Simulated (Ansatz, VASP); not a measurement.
BN: VASP beside Ansatz

File INCAR:

```
ALGO = Normal ; EDIFF = 1E-6
ENCUT = 600 ; GGA = PE
GGA_COMPAT = False ; ISIF = 2
ISMEAR = 0 ; LASPH = True
LCHARG = True ; LELF = True
LREAL = False ; LVHAR = True
LWAVE = False ; NBANDS = 11
NELM = 120 ; PREC = Accurate
SIGMA = 0.01
```

KPOINTS

```
k-points
0
Gamma
  12 12 12
```

File POSCAR:

```
BN
1.0
    0.0000000000      1.8001853777      1.8001853777
    1.8001853777      0.0000000000      1.8001853777
    1.8001853777      1.8001853777      0.0000000000
B N
1 1
Direct
    0.0000000000      0.0000000000      0.0000000000
    0.2500000000      0.2500000000      0.2500000000
```

Input for Ansatz:

```yaml
crystal:
  lattice:
    - [0.0, 1.8001853777, 1.8001853777]
    - [1.8001853777, 0.0, 1.8001853777]
    - [1.8001853777, 1.8001853777, 0.0]
  atoms:
    - { symbol: B, position: [0.0, 0.0, 0.0] }
    - { symbol: "N", position: [0.25, 0.25, 0.25] }
basis:
  ecutwfc: 600.0
kpoints:
  mp_grid: { grid: [12, 12, 12] }
hamiltonian:
  xc: pbe
scf:
  occupations: { method: fixed }
output:
  forces: true
  stress: true
  eigenvalues: true
```

Alike in both runs: task single point; functional PBE; k mesh 12 × 12 × 12; no spin polarisation.

```csv
,VASP,Ansatz
version,VASP 6.6.1,Ansatz 0.2.0
potentials or method,"VASP PAW PBE potentials, release 64 (B, N), cutoff 600 eV","scalar-relativistic, plane waves, PAW"
occupations,"gaussian, width 0.01 eV",fixed
valence electrons in the cell,8,8
```

Ansatz gave:

- gap on the k mesh at the Fermi level (eV): 4.48
- least direct gap on the mesh (eV): 8.89
- pressure (GPa): 7.8

Q: Estimate VASP's values.

A: gap on the k mesh at the Fermi level (eV): 4.47; least direct gap on the mesh (eV): 8.88; pressure (GPa): 7.8.
